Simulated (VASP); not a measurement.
Wanted: the native input for a VASP 6.6.1 run.

- Task: single point
- Functional: PBE
- Potentials or basis: VASP PAW PBE potentials, release 64 (K_sv, Zn, F)
- Cutoff: 520 eV
- k mesh: 6 × 6 × 6
- Occupations: gaussian, width 0.05 eV
- Spin: no spin polarisation
- Dipole correction: no
- Further INCAR settings: ALGO = Normal; EDIFF = 1e-06; NBANDS = 29

The structure of KZnF3 lies in POSCAR:

```
KZnF3
1.0
    4.0500000000      0.0000000000      0.0000000000
    0.0000000000      3.8981250000      0.0000000000
    0.0000000000      0.0000000000      4.0500000000
K Zn F
1 1 3
Direct
    0.0000000000      0.0000000000      0.0000000000
    0.5000000000      0.5000000000      0.5000000000
    0.5000000000      0.5000000000      0.0000000000
    0.0000000000      0.5000000000      0.5000000000
    0.5000000000      0.0000000000      0.5000000000
```

This cell differs from its parent crystal: strain -0.0375 x Voigt [0, 1, 0, 0, 0, 0].

One way to write it, as run:

INCAR

```
ALGO = Normal
EDIFF = 1E-6
ENCUT = 520
GGA = PE
ISIF = 2
ISMEAR = 0
LASPH = T
LCHARG = T
LELF = T
LREAL = F
LVHAR = T
LWAVE = F
NBANDS = 29
NELM = 60
PREC = Accurate
SIGMA = 0.05
```

KPOINTS

```
k-points
0
Gamma
  6 6 6
```

Potentials or basis: VASP PAW PBE potentials, release 64 (K_sv, Zn, F).

Run with:

```bash
$ cat potpaw_PBE.64/K_sv/POTCAR potpaw_PBE.64/Zn/POTCAR potpaw_PBE.64/F/POTCAR > POTCAR
$ mpirun -np 1 vasp_std > vasp.out
```

Results of the run:

```json
{
  "Pressure": "9.0 GPa",
  "Band gap on the k mesh": "3.78 eV, indirect (least direct gap 5.96 eV)"
}
```

Caveat: the cell differs from its parent crystal (strain -0.0375 x Voigt [0, 1, 0, 0, 0, 0]).

Run time: 37 s on 1 thread of Intel(R) Xeon(R) 6975P-C (Granite Rapids), on a shared host, peak memory 0.21 GiB.
